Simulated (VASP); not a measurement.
Input of a VASP 6.6.1 run:

The input INCAR:

```
ALGO = Normal
DIPOL = 0.5 0.5 0.334
EDIFF = 1E-7
ENCUT = 520
GGA = PE
IDIPOL = 3
ISIF = 2
ISMEAR = 0
LASPH = T
LCHARG = F
LDIPOL = T
LREAL = F
LWAVE = F
NBANDS = 42
NELM = 60
PREC = Accurate
SIGMA = 0.1
```

Contents of KPOINTS:

```
k-points
0
Gamma
  7 7 1
```

POSCAR

```
CuGe4
1.0
    4.0740542205      0.0000000000      0.0000000000
    0.0000000000      4.0740542205      0.0000000000
    0.0000000000      0.0000000000     19.8557568590
Ge Cu
4 1
Direct
    0.0000000000      0.5000000000      0.2014529100
    0.0000000000      0.0000000000      0.2739958855
    0.5000000000      0.0000000000      0.3493666156
    0.5000000000      0.5000000000      0.4208228837
    1.0000000000      1.0000000000      0.4226563046
```

Potentials or basis: VASP PAW PBE potentials, release 64 (Ge_d, Cu).

Launch:

```bash
$ cat potpaw_PBE.64/Ge_d/POTCAR potpaw_PBE.64/Cu/POTCAR > POTCAR
$ mpirun -np 1 vasp_std > vasp.out
```

(1) Estimate the largest force.

## Answers

(1) 0.939 eV/Å.
